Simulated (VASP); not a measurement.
Set up this calculation in VASP 6.6.1, as the native input.

| Quantity | Value |
| --- | --- |
| Task | single point |
| Functional | r2SCAN |
| Potentials or basis | VASP PAW PBE potentials, release 64 (Ba_sv) |
| Cutoff | 520 eV |
| k mesh | 7 × 7 × 7 |
| Occupations | fermi-dirac, width 0.05 eV |
| Spin | no spin polarisation |
| Dipole correction | no |
| Further INCAR settings | ALGO = Normal; EDIFF = 1e-06; NBANDS = 11 |

The system is Ba.

```
Ba
1.0
     0.00000    3.23267    3.23267
     3.23267    0.00000    3.23267
     3.23267    3.23267    0.00000
Ba
1
Direct
  0.00000 0.00000 0.00000
```

This isn't the form of Ba at room conditions, which is bcc.

These files were run (other wordings do the same):

POSCAR

```
Ba
1.0
    0.0000000000      3.2326650028      3.2326650028
    3.2326650028      0.0000000000      3.2326650028
    3.2326650028      3.2326650028      0.0000000000
Ba
1
Direct
    0.0000000000      0.0000000000      0.0000000000
```

INCAR.step1

```
SYSTEM = Ba
ALGO = Normal
EDIFF = 1E-4
ENCUT = 520
GGA = PE
ISMEAR = -1
LASPH = .True.
LCHARG = .False.
LREAL = .False.
LWAVE = .True.
NBANDS = 11
NELM = 60
PREC = Accurate
SIGMA = 0.05
```

INCAR.step2

```
SYSTEM = Ba
ALGO = Normal
EDIFF = 1E-6
ENCUT = 520
ISIF = 2
ISMEAR = -1
ISTART = 1
LASPH = .True.
LCHARG = .False.
LMIXTAU = .True.
LREAL = .False.
LWAVE = .False.
METAGGA = R2SCAN
NBANDS = 11
NELM = 60
PREC = Accurate
SIGMA = 0.05
```

KPOINTS

```
k-points
0
Gamma
  7 7 7
  0 0 0
```

Potentials or basis: VASP PAW PBE potentials, release 64 (Ba_sv).

Run with:

```console
$ cat potpaw_PBE.64/Ba_sv/POTCAR > POTCAR
$ cp INCAR.step1 INCAR
$ mpirun -np 1 vasp_std > vasp.out
$ cp INCAR.step2 INCAR
$ mpirun -np 1 vasp_std > vasp.out
```

Results of the run:

```json
{
 "Pressure": "0.0 GPa"
}
```

Caveat: the PAW data sets were made with another functional, which shifts forces and pressure a little.

Wall time 120 s on 1 thread of Intel Xeon 8259CL, on a shared host, peak memory 0.22 GiB.
